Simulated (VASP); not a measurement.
# FeGe (P6/mmm) in VASP: a series of runs

The runs below take FeGe through relaxation of shape and atoms at fixed volume, with PBE.

Everything below comes from runs of VASP 6.6.1. Logs are shortened: lines on timing, memory, paths and dates and some standing lists are left out, and cuts for length are marked.

## 1. The cell of the first run

It takes space group P6/mmm (No. 191, hexagonal). Conventional cell: a = 4.926 Å, b = 4.926 Å, c = 3.863 Å, α = 90.00°, β = 90.00°, γ = 120.00°. Fe (site symmetry mmm) has 6 Ge at 2.40 to 2.46 Å and 4 Fe at 2.46 Å within 3.2 Å. Ge (site symmetry 6/mmm) has 6 Fe at 2.46 Å within 3.3 Å. Ge (site symmetry -6m2) has 6 Fe at 2.40 Å and 3 Ge at 2.84 Å within 3.2 Å.

## 2. Relaxation of shape and atoms at fixed volume, PBE (13.53 Å³/atom)

Contents of INCAR:

```
  ALGO = Normal
  EDIFF = 1E-6
  EDIFFG = -0.01
  ENCUT = 600
  GGA = PE
  IBRION = 2
  ISIF = 4
  ISMEAR = 0
  LASPH = T
  LCHARG = F
  LREAL = F
  LWAVE = F
  NELM = 80
  NSW = 60
  PREC = Accurate
  SIGMA = 0.05
```

Contents of KPOINTS:

```
k-points
0
Gamma
  10 10 10
```

Contents of POSCAR:

```
FeGe
1.0
    4.9264067417      0.0000000000      0.0000000000
   -2.4632033708      4.2663933877      0.0000000000
    0.0000000000      0.0000000000      3.8629206611
Fe Ge
3 3
Direct
    0.5000000000      0.0000000000      0.0000000000
    0.5000000000      0.5000000000      0.0000000000
    0.0000000000      0.5000000000      0.0000000000
    0.0000000000      0.0000000000      0.0000000000
    0.3333333333      0.6666666667      0.5000000000
    0.6666666667      0.3333333333      0.5000000000
```

Potentials or basis: VASP PAW PBE potentials, release 64 (Fe, Ge_d).

The run is started by

```
$ cat potpaw_PBE.64/Fe/POTCAR potpaw_PBE.64/Ge_d/POTCAR > POTCAR
$ mpirun -np 1 vasp_std > vasp.out
```

OUTCAR:

```text
EDIFF = 1E-6
   EDIFFG = -0.01
   ENCUT = 600
   GGA = PE
   IBRION = 2
   ISIF = 4
   ISMEAR = 0
   LASPH = T
   LREAL = F
   NELM = 80
   NSW = 60
   PREC = Accurate

 ion  position               nearest neighbor table
   1  0.500  0.000  0.000-   5 2.40   6 2.40   5 2.40   6 2.40   2 2.46   2 2.46   4 2.46   4 2.46
                             3 2.46   3 2.46
   2  0.500  0.500  0.000-   5 2.40   6 2.40   5 2.40   6 2.40   1 2.46   1 2.46   3 2.46   3 2.46
                             4 2.46   4 2.46
   3  0.000  0.500  0.000-   5 2.40   6 2.40   5 2.40   6 2.40   4 2.46   4 2.46   2 2.46   2 2.46
                             1 2.46   1 2.46
   4  0.000  0.000  0.000-   3 2.46   3 2.46   1 2.46   1 2.46   2 2.46   2 2.46
   5  0.333  0.667  0.500-   1 2.40   1 2.40   3 2.40   3 2.40   2 2.40   2 2.40   6 2.84   6 2.84
                             6 2.84
   6  0.667  0.333  0.500-   1 2.40   1 2.40   3 2.40   3 2.40   2 2.40   2 2.40   5 2.84   5 2.84
                             5 2.84

  LATTYP: Found a hexagonal cell.
 ALAT       =     4.9264067417
 C/A-ratio  =     0.7841254009

  Lattice vectors:

 A1 = (   4.9264067417,   0.0000000000,   0.0000000000)
 A2 = (  -2.4632033708,   4.2663933877,   0.0000000000)
 A3 = (   0.0000000000,   0.0000000000,   3.8629206611)

Analysis of symmetry for initial positions (statically):
=====================================================================
 Subroutine PRICEL returns:
 Original cell was already a primitive cell.

 Routine SETGRP: Setting up the symmetry group for a
 hexagonal supercell.

 Subroutine GETGRP returns: Found 24 space group operations
 (whereof 24 operations were pure point group operations)
 out of a pool of 24 trial point group operations.

The static configuration has the point symmetry D_6h.

Analysis of symmetry for dynamics (positions and initial velocities):
=====================================================================
 Subroutine PRICEL returns:
 Original cell was already a primitive cell.

 Routine SETGRP: Setting up the symmetry group for a
 hexagonal supercell.

 Subroutine GETGRP returns: Found 24 space group operations
 (whereof 24 operations were pure point group operations)
 out of a pool of 24 trial point group operations.

The dynamic configuration has the point symmetry D_6h.

 Subroutine INISYM returns: Found 24 space group operations
 (whereof 24 operations are pure point group operations),
 and found     1 'primitive' translations

----------------------------------------------------------------------------------------

                                     Primitive cell

  volume of cell :      81.1908

  direct lattice vectors                    reciprocal lattice vectors
     4.926406742  0.000000000  0.000000000     0.202987705  0.117195006  0.000000000
    -2.463203371  4.266393388  0.000000000     0.000000000  0.234390013  0.000000000
     0.000000000  0.000000000  3.862920661     0.000000000  0.000000000  0.258871483

  length of vectors
     4.926406742  4.926406742  3.862920661     0.234390013  0.234390013  0.258871483

  position of ions in fractional coordinates (direct lattice)
     0.500000000  0.000000000  0.000000000
     0.500000000  0.500000000  0.000000000
     0.000000000  0.500000000  0.000000000
     0.000000000  0.000000000  0.000000000
     0.333333333  0.666666667  0.500000000
     0.666666667  0.333333333  0.500000000

  ion indices of the primitive-cell ions
   primitive index   ion index
                 1           1
                 2           2
                 3           3
                 4           4
                 5           5
                 6           6

----------------------------------------------------------------------------------------

[... 83 lines left out ...]
   EFERMI =   0.00;   METHOD = LEGACY
   ISMEAR =     0;   SIGMA  =   0.05  broadening in eV -4-tet -1-fermi 0-gaus
   EFERMI_NEDOS =   21; number of points for ismear=-14 and -15
   IALGO  =     38    algorithm
   IMIX   =      4    mixing-type and parameters
     AMIX     =   0.40;   BMIX     =  1.00
     AMIX_MAG =   1.60;   BMIX_MAG =  1.00
  volume/ion in A,a.u.               =      13.53        91.32
  Fermi-wavevector in a.u.,A,eV,Ry     =   1.527873  2.887261 31.761370  2.334395
  Thomas-Fermi vector in A             =   2.635709
   LORBIT       =      0    0 simple, 1 ext, 2 COOP (PROOUT), +10 PAW based schemes
   GGA     = PE    functional components
   LHFCALC =     F    Hartree Fock is set to
   AEXX    =    0.0000 exact exchange contribution
   IVDW    =     0    specifies the selected vdW correction
   LEPSILON=     F    determine dielectric tensor
   LRPA    =     F    only Hartree local field effects (RPA)
 conjugate gradient relaxation of ions
 non-spin polarized calculation
 Gauss-broadening in eV      SIGMA  =   0.05
  energy-cutoff  :      600.00
  volume of cell :       81.19
 maximum number of plane-waves:      2732
 NGX is ok and might be reduce to    40
   NGX = 19   NGY = 19   NGZ = 15

--------------------------------------- Ionic step        1  -------------------------------------------

 number of electron      66.0000006 magnetization

 Free energy of the ion-electron system (eV)
  ---------------------------------------------------
  ext. energy  EPLUGINS =         0.00000000
  ---------------------------------------------------
  free energy    TOTEN  =       -38.30470540 eV

  energy without entropy =      -38.28585376  energy(sigma->0) =      -38.29527958

------------------------ aborting loop because EDIFF is reached ----------------------------------------

  FORCE on cell =-STRESS in cart. coord.  units (eV):
  Direction    XX          YY          ZZ          XY          YZ          ZX
  --------------------------------------------------------------------------------------
  -------------------------------------------------------------------------------------
  Total        3.8325014      3.8325014      3.7330611      0.0000000      0.0000000      0.0000000
  in kB       75.6285803     75.6285803     73.6662782      0.0000000      0.0000000      0.0000000
  external PRESSURE =      74.9744796 kB  Pullay stress =       0.0000000 kB

 VOLUME and BASIS-vectors are now :
 -----------------------------------------------------------------------------
  energy-cutoff  :      600.00
  volume of cell :       81.19
      direct lattice vectors                 reciprocal lattice vectors
     4.926406742  0.000000000  0.000000000     0.202987705  0.117195006  0.000000000
    -2.463203371  4.266393388  0.000000000     0.000000000  0.234390013  0.000000000
     0.000000000  0.000000000  3.862920661     0.000000000  0.000000000  0.258871483

 POSITION                                       TOTAL-FORCE (eV/Angst)
 -----------------------------------------------------------------------------------
      2.46320      0.00000      0.00000        -0.000000      0.000000      0.000000
      1.23160      2.13320      0.00000        -0.000000      0.000000      0.000000
     -1.23160      2.13320      0.00000        -0.000000      0.000000      0.000000
      0.00000      0.00000      0.00000        -0.000000      0.000000      0.000000
     -0.00000      2.84426      1.93146         0.000000     -0.000000      0.000000
      2.46320      1.42213      1.93146        -0.000000      0.000000     -0.000000
 -----------------------------------------------------------------------------------
    total drift:                               -0.000000      0.000000     -0.000000

  FREE ENERGIE OF THE ION-ELECTRON SYSTEM (eV)
  ---------------------------------------------------
  free  energy   TOTEN  =       -38.3047053961 eV

  energy  without entropy=      -38.2858537644  energy(sigma->0) =      -38.29527958

--------------------------------------- Ionic step        2  -------------------------------------------

 number of electron      66.0000005 magnetization

 Free energy of the ion-electron system (eV)
  ---------------------------------------------------
  ext. energy  EPLUGINS =         0.00000000
  ---------------------------------------------------
  free energy    TOTEN  =       -38.30472930 eV

  energy without entropy =      -38.28593079  energy(sigma->0) =      -38.29533005

 E-fermi :   7.3440     XC(G=0): -12.4216

 val. band max:        7.3413578461   @ k =   0.0000   0.0000   0.1000
 cond. band min:       7.3447076606   @ k =   0.3000   0.1000   0.1000
 fundamental gap:      0.0033498145
 Fermi energy:         7.3439969860

 k-point     1 :       0.0000    0.0000    0.0000
  band No.  band energies     occupation
      1     -17.4464      2.00000
      2     -17.3624      2.00000
      3     -17.3624      2.00000
      4     -17.2156      2.00000
      5     -17.2156      2.00000
      6     -17.1503      2.00000
[... 997 lines left out ...]
     38      10.4903      0.00000
     39      10.6656      0.00000

 [... further k-points ...]

------------------------ aborting loop because EDIFF is reached ----------------------------------------

  FORCE on cell =-STRESS in cart. coord.  units (eV):
  Direction    XX          YY          ZZ          XY          YZ          ZX
  --------------------------------------------------------------------------------------
  -------------------------------------------------------------------------------------
  Total        3.8276473      3.8276473      3.8321964      0.0000000      0.0000000      0.0000000
  in kB       75.5327936     75.5327936     75.6225631      0.0000000      0.0000000      0.0000000
  external PRESSURE =      75.5627168 kB  Pullay stress =       0.0000000 kB

 VOLUME and BASIS-vectors are now :
 -----------------------------------------------------------------------------
  energy-cutoff  :      600.00
  volume of cell :       81.19
      direct lattice vectors                 reciprocal lattice vectors
     4.927720051  0.000000000  0.000000000     0.202933606  0.117163772 -0.000000000
    -2.463860025  4.267530747 -0.000000000    -0.000000000  0.234327544 -0.000000000
     0.000000000  0.000000000  3.860861886    -0.000000000  0.000000000  0.259009524

 POSITION                                       TOTAL-FORCE (eV/Angst)
 -----------------------------------------------------------------------------------
      2.46386      0.00000      0.00000         0.000000      0.000000      0.000000
      1.23193      2.13377     -0.00000         0.000000      0.000000      0.000000
      3.69579      2.13377      0.00000         0.000000      0.000000      0.000000
      4.92772      0.00000      0.00000         0.000000     -0.000000      0.000000
     -0.00000      2.84502      1.93043         0.000000     -0.000000      0.000000
      2.46386      1.42251      1.93043        -0.000000      0.000000     -0.000000
 -----------------------------------------------------------------------------------
    total drift:                               -0.000000      0.000000     -0.000000

  FREE ENERGIE OF THE ION-ELECTRON SYSTEM (eV)
  ---------------------------------------------------
  free  energy   TOTEN  =       -38.3047293037 eV

  energy  without entropy=      -38.2859307880  energy(sigma->0) =      -38.29533005

 reached required accuracy - stopping structural energy minimisation
```

Run time: 11 min. Hardware: 1 thread of Intel Xeon Platinum 8375C at 2.90GHz (Ice Lake), shared host; peak memory 0.41 GiB.

What came out:

* Free energy: -38.3047 eV
* Energy gained by relaxing: 0.0 meV/atom
* Ionic steps: 2
* Pressure after relaxing: 7.6 GPa
* Band gap on the k mesh: zero (bands 33 and 34 overlap by 0.55 eV)

Final structure:
```cif
data_structure
_symmetry_space_group_name_H-M 'P 1'
_symmetry_Int_Tables_number 1
_cell_length_a 4.9277
_cell_length_b 4.9277
_cell_length_c 3.8609
_cell_angle_alpha 90.000
_cell_angle_beta 90.000
_cell_angle_gamma 120.000
_cell_volume 81.19
loop_
_atom_site_label
_atom_site_type_symbol
_atom_site_fract_x
_atom_site_fract_y
_atom_site_fract_z
_atom_site_occupancy
Fe1 Fe 0.50000 0.00000 0.00000 1
Fe2 Fe 0.50000 0.50000 0.00000 1
Fe3 Fe 0.00000 0.50000 0.00000 1
Ge1 Ge 0.00000 0.00000 0.00000 1
Ge2 Ge 0.33333 0.66667 0.50000 1
Ge3 Ge 0.66667 0.33333 0.50000 1
```

Caveat: the run has no spin polarisation, though such a crystal can be magnetic. Spin polarisation is off, so any magnetic state and its effect on volume and gap are missing.

(Part 1 of 3 ends here.)
